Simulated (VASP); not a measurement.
Crystal: ZnS.

```xyz
4
Lattice="2.0238 -5.1349 0.0000 2.0238 5.1349 0.0000 0.0000 0.0000 3.9197" Properties=species:S:1:pos:R:3 pbc="T T T"
Zn    2.0238   -3.7177    2.9398
Zn    2.0238    3.7177    0.9799
S     2.0238   -0.8524    2.9398
S     2.0238    0.8524    0.9799
```

* Program: VASP 6.6.1
* Task: relaxation of cell and atoms
* Functional: PBE
* Potentials or basis: VASP PAW PBE potentials, release 64 (Zn, S)
* Cutoff: 600 eV
* k mesh: 4 × 4 × 4
* Occupations: gaussian, width 0.1 eV
* Spin: no spin polarisation

At the start: pressure -5.3 GPa; volume 20.37 Å³/atom.

**Question.** How do energy, volume and symmetry change on relaxing?

**Answer.** Over 27 steps the energy falls by 747.8 meV/atom and the volume is 20.69 Å³/atom (+1.6 %); space group Cmcm (No. 63, to 0.05 Å).

Step by step:
```tsv
step	energy change (eV)	largest force (eV/Å)	pressure (GPa)	volume (Å³)
1	0.0000	2.4279	-5.35	81.47
2	-1.0944	2.6038	-3.59	73.60
3	-0.1305	2.2113	43.90	51.79
4	-1.8022	2.0644	1.81	66.50
5	-1.8901	1.0133	11.74	60.64
6	-1.9394	1.4782	7.83	62.56
7	-2.4484	0.1198	4.05	67.16
8	-2.4698	0.8594	3.83	70.84
9	-2.7717	0.6025	-3.31	80.23
10	-2.7741	0.5468	-2.75	79.18
11	-2.8568	0.3893	1.76	75.47
12	-2.8617	0.4144	0.86	76.12
13	-2.9056	0.3862	0.37	76.86
14	-2.9517	0.2929	-0.86	78.43
15	-2.9689	0.0429	1.47	76.73
16	-2.9720	0.0701	0.78	77.19
17	-2.9756	0.0569	-0.12	78.61
18	-2.9761	0.0530	0.09	78.27
19	-2.9794	0.0831	-0.09	78.89
20	-2.9820	0.1418	-0.46	80.15
21	-2.9835	0.1231	-0.26	80.22
22	-2.9861	0.0648	0.28	80.42
23	-2.9863	0.0470	0.46	80.49
24	-2.9883	0.0411	0.36	80.99
25	-2.9907	0.0339	0.10	82.49
26	-2.9907	0.0328	0.12	82.39
27	-2.9913	0.0344	-0.04	82.78
```

Final structure:
```
CELL_PARAMETERS angstrom
1.75703 -6.67083 0.00000
1.75703 6.67083 0.00000
0.00000 0.00000 3.53119
ATOMIC_POSITIONS crystal
Zn 0.82448 0.17552 0.75000
Zn 0.17552 0.82448 0.25000
S 0.64324 0.35676 0.75000
S 0.35676 0.64324 0.25000
```
